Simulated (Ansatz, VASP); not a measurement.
## Two plane-wave programs on SnO

```
Sn O
1.0
     3.70930    0.00000    0.00000
     0.00000    3.70930    0.00000
     0.00000    0.00000    4.53980
Sn O
2 2
Direct
  0.00000 0.50000 0.24560
  0.50000 0.00000 0.75440
  0.00000 0.00000 0.00000
  0.50000 0.50000 0.00000
```

Alike in both runs: task single point; functional LDA; k mesh 10 × 10 × 8; occupations gaussian, width 0.15 eV; no spin polarisation.

|  | VASP | Ansatz |
| --- | --- | --- |
| version | VASP 6.6.1 | Ansatz 0.2.0 |
| potentials or method | VASP PAW LDA potentials, release 64 (Sn_d, O_h), cutoff 1340 eV | scalar-relativistic, plane waves, PAW |
| valence electrons in the cell | 40 | 40 |

|  | VASP | Ansatz | Ansatz less VASP |
| --- | --- | --- | --- |
| gap on the k mesh at the Fermi level (eV) | none | none | - |
| pressure (GPa) | 7.0 | 6.4 | -0.59 |
| traceless stress, the component that is largest in VASP (GPa) | -0.40 | -0.37 | +0.023 |
| rms of the force components (eV/Å) | 0.424 | 0.363 | -0.0617 |

Ansatz warns that its potentials were made for another functional, while VASP's fit it. LDA's correlation is that of Perdew and Zunger in VASP and of Perdew and Wang (1992) in Ansatz. Atom by atom the forces differ by 0.062 eV/Å (rms over components). A gap of «none» marks a metal or a gap that the smearing closes.
